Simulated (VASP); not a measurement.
A run of VASP 6.6.1:

File INCAR:

```
PREC = Accurate
ENCUT = 520
EDIFF = 1E-8
ISMEAR = -1
SIGMA = 0.05
LREAL = False
LASPH = True
NELM = 150
ALGO = Normal
ISIF = 2
LWAVE = False
LCHARG = False
ISPIN = 2
MAGMOM = 4 0
LORBIT = 11
LMAXMIX = 4
GGA = PE
LEFG = True
NBANDS = 20
```

The input KPOINTS:

```
Automatic mesh
0
Gamma
  12 12 12
```

Contents of POSCAR:

```
MnS
1.0
    0.0000000000      2.8007850918      2.8007850918
    2.8007850918      0.0000000000      2.8007850918
    2.8007850918      2.8007850918      0.0000000000
Mn S
1 1
Direct
    0.0000000000      0.0000000000      0.0000000000
    0.2500000000      0.2500000000      0.2500000000
```

Potentials or basis: VASP PAW PBE potentials, release 64 (Mn_pv, S).

Command:

```bash
$ cat potpaw_PBE.64/Mn_pv/POTCAR potpaw_PBE.64/S/POTCAR > POTCAR
$ mpirun -np 1 vasp_std > vasp.out
```

Hardware: 1 thread of Intel(R) Xeon(R) Platinum 8488C (Sapphire Rapids), with other jobs on the host.

Estimate the wall time of this run.

Wall time 88 s on 1 thread of Intel(R) Xeon(R) Platinum 8488C (Sapphire Rapids), with other jobs on the host, peak memory 0.24 GiB. Counts: scf iterations 19, k points 72.
